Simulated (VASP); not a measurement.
Wanted: the native input for a VASP 6.6.1 run.

```yaml
Task: single point
Functional: r2SCAN
Potentials_or_basis: VASP PAW PBE potentials, release 64 (Al, N)
Cutoff: 520 eV
k_mesh: 12 × 12 × 6
Occupations: gaussian, width 0.01 eV
Spin: no spin polarisation
Dipole_correction: no
Further_INCAR_settings: ALGO = Normal; EDIFF = 1e-06; NBANDS = 16
```

AlN:

```
Al N
1.0
     3.10669    0.00000    0.00000
    -1.55335    2.69048    0.00000
     0.00000    0.00000    4.97859
Al N
2 2
Cartesian
  0.0000 1.7937 -0.0164
  1.5533 0.8968 2.4729
  0.0000 1.7937 1.8834
  1.5533 0.8968 4.3727
```

The input as run:

POSCAR

```
AlN
1.0
    3.1066937602      0.0000000000      0.0000000000
   -1.5533468801      2.6904757181      0.0000000000
    0.0000000000      0.0000000000      4.9785915519
Al N
2 2
Direct
    0.3333333333      0.6666666667     -0.0032954727
    0.6666666667      0.3333333333      0.4967045273
    0.3333333333      0.6666666667      0.3782954727
    0.6666666667      0.3333333333      0.8782954727
```

INCAR.step1

```
SYSTEM = AlN
PREC = Accurate
ENCUT = 520
ISMEAR = 0
SIGMA = 0.01
LREAL = .False.
LASPH = .True.
NELM = 100
NBANDS = 16
GGA = PE
ALGO = Normal
EDIFF = 1E-4
LWAVE = .True.
LCHARG = .False.
```

INCAR.step2

```
SYSTEM = AlN
PREC = Accurate
ENCUT = 520
EDIFF = 1E-6
ISMEAR = 0
SIGMA = 0.01
LREAL = .False.
LASPH = .True.
NELM = 100
ALGO = Normal
ISIF = 2
LWAVE = .False.
LCHARG = .False.
METAGGA = R2SCAN
LMIXTAU = .True.
NBANDS = 16
ISTART = 1
```

KPOINTS

```
Automatic mesh
0
Gamma
  12 12 6
  0 0 0
```

Potentials or basis: VASP PAW PBE potentials, release 64 (Al, N).

Run with:

```sh
$ cat potpaw_PBE.64/Al/POTCAR potpaw_PBE.64/N/POTCAR > POTCAR
$ cp INCAR.step1 INCAR
$ mpirun -np 1 vasp_std > vasp.out
$ cp INCAR.step2 INCAR
$ mpirun -np 1 vasp_std > vasp.out
```

Results of the run:

| Quantity | Value |
| --- | --- |
| Pressure | -0.4 GPa |
| Band gap on the k mesh | 4.92 eV |

Caveat: the PAW data sets were made with another functional, which shifts forces and pressure a little.

Wall time 60 s on 1 thread of Intel(R) Xeon(R) 6975P-C (Granite Rapids) (shared host), peak memory 0.18 GiB.
